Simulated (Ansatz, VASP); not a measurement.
Two plane-wave programs on Ge

The input INCAR:

```
  ALGO = Normal
  EDIFF = 1E-7
  ENCUT = 520
  GGA = PE
  ISIF = 2
  ISMEAR = 0
  LASPH = T
  LCHARG = F
  LREAL = F
  LWAVE = F
  NBANDS = 66
  NELM = 60
  PREC = Accurate
  SIGMA = 0.1
```

KPOINTS

```
k-points
0
Gamma
  4 4 4
```

The input POSCAR:

```
Ge
1.0
    6.6845059100      0.0000000000      0.0000000000
    0.0000000000      6.6845059100      0.0000000000
    0.0000000000      0.0000000000      5.3801551400
Ge
8
Direct
    0.5000000000      0.0000000000      0.7874207200
    0.0000000000      0.5000000000      0.7874207200
    0.2422528100      0.0000000000      0.5000000000
    0.7577471900      0.0000000000      0.5000000000
    0.0000000000      0.2422528100      0.5000000000
    0.0000000000      0.7577471900      0.5000000000
    0.5000000000      0.0000000000      0.2125792800
    0.0000000000      0.5000000000      0.2125792800
```

Input for Ansatz:

```yaml
crystal:
  lattice:
    - [6.68450591, 0.0, 0.0]
    - [0.0, 6.68450591, 0.0]
    - [0.0, 0.0, 5.38015514]
  atoms:
    - { symbol: Ge, position: [0.5, 0.0, 0.78742072] }
    - { symbol: Ge, position: [0.0, 0.5, 0.78742072] }
    - { symbol: Ge, position: [0.24225281, 0.0, 0.5] }
    - { symbol: Ge, position: [0.75774719, 0.0, 0.5] }
    - { symbol: Ge, position: [0.0, 0.24225281, 0.5] }
    - { symbol: Ge, position: [0.0, 0.75774719, 0.5] }
    - { symbol: Ge, position: [0.5, 0.0, 0.21257928] }
    - { symbol: Ge, position: [0.0, 0.5, 0.21257928] }
basis:
  ecutwfc: 420
kpoints:
  mp_grid: { grid: [4, 4, 4] }
hamiltonian:
  xc: pbe
scf:
  occupations: { method: gaussian, width: 0.1 }
  lower_state_search: "off"
output:
  forces: true
  stress: true
  eigenvalues: true
```

Alike in both runs: task single point; functional PBE; k mesh 4 × 4 × 4; occupations gaussian, width 0.1 eV; no spin polarisation.

|  | VASP | Ansatz |
| --- | --- | --- |
| version | VASP 6.6.1 | Ansatz 0.2.0 |
| potentials or method | VASP PAW PBE potentials, release 64 (Ge_d), cutoff 520 eV | scalar-relativistic, plane waves, PAW |
| valence electrons in the cell | 112 | 112 |

|  | VASP | Ansatz | Ansatz less VASP |
| --- | --- | --- | --- |
| gap on the k mesh at the Fermi level (eV) | none | none | - |
| pressure (GPa) | 10.8 | 10.9 | +0.11 |
| traceless stress, the component that is largest in VASP (GPa) | -2.41 | -2.38 | +0.025 |
| rms of the force components (eV/Å) | 0.765 | 0.761 | -0.0037 |

Atom by atom the forces differ by 0.004 eV/Å (rms over components). A gap of «none» marks a metal or a gap that the smearing closes.
